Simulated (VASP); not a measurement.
Input of a VASP 6.6.1 run:

The input POSCAR:

```
MgI2
1.0
    0.0000000000      3.7060074723      3.7060074723
    3.7060074723      0.0000000000      3.7060074723
    3.7060074723      3.7060074723      0.0000000000
Mg I
1 2
Direct
    0.0000000000      0.0000000000      0.0000000000
    0.7500000000      0.7500000000      0.7500000000
    0.2500000000      0.2500000000      0.2500000000
```

The input INCAR.step1:

```
PREC = Accurate
ENCUT = 600
ISMEAR = -1
SIGMA = 0.03
LREAL = False
LASPH = True
NELM = 80
GGA = PE
ALGO = Normal
EDIFF = 1E-4
LWAVE = True
LCHARG = False
```

Contents of INCAR.step2:

```
PREC = Accurate
ENCUT = 600
EDIFF = 1E-7
ISMEAR = -1
SIGMA = 0.03
LREAL = False
LASPH = True
NELM = 80
ALGO = Normal
ISIF = 3
LWAVE = False
LCHARG = False
METAGGA = R2SCAN
LMIXTAU = True
LUSE_VDW = True
IVDW_NL = 2
BPARAM = 11.95
CPARAM = 0.0093
IBRION = 2
NSW = 100
EDIFFG = -0.01
ISTART = 1
```

KPOINTS

```
Automatic mesh
0
Gamma
  6 6 6
```

Potentials or basis: VASP PAW PBE potentials, release 64 (Mg, I).

The run is started by

```bash
$ cat potpaw_PBE.64/Mg/POTCAR potpaw_PBE.64/I/POTCAR > POTCAR
$ cp INCAR.step1 INCAR
$ mpirun -np 1 vasp_std > vasp.out
$ cp INCAR.step2 INCAR
$ mpirun -np 1 vasp_std > vasp.out
```

Problem. What does it give for the band gap on the k mesh?

Solution. 1.29 eV (least direct gap 1.40 eV).

Problem. Predict the relaxed volume.

Solution. 34.69 Å³/atom.

Problem. Estimate the relaxed cell.

Solution. a = 5.280 Å, b = 5.280 Å, c = 5.280 Å, α = 60.00°, β = 60.00°, γ = 60.00°.

Problem. Predict the space group after relaxing (to 0.1 Å).

Solution. Fm-3m (No. 225).

Final structure:
```
Mg I
1.0
     0.00000    3.73321    3.73321
     3.73321    0.00000    3.73321
     3.73321    3.73321    0.00000
Mg I
1 2
Direct
  0.00000 0.00000 0.00000
  0.75000 0.75000 0.75000
  0.25000 0.25000 0.25000
```

Caveat: the PAW data sets were made with another functional, which shifts forces and pressure a little; spin-orbit coupling is left out, which moves the levels of the heavy elements. A k mesh can miss the band edges.
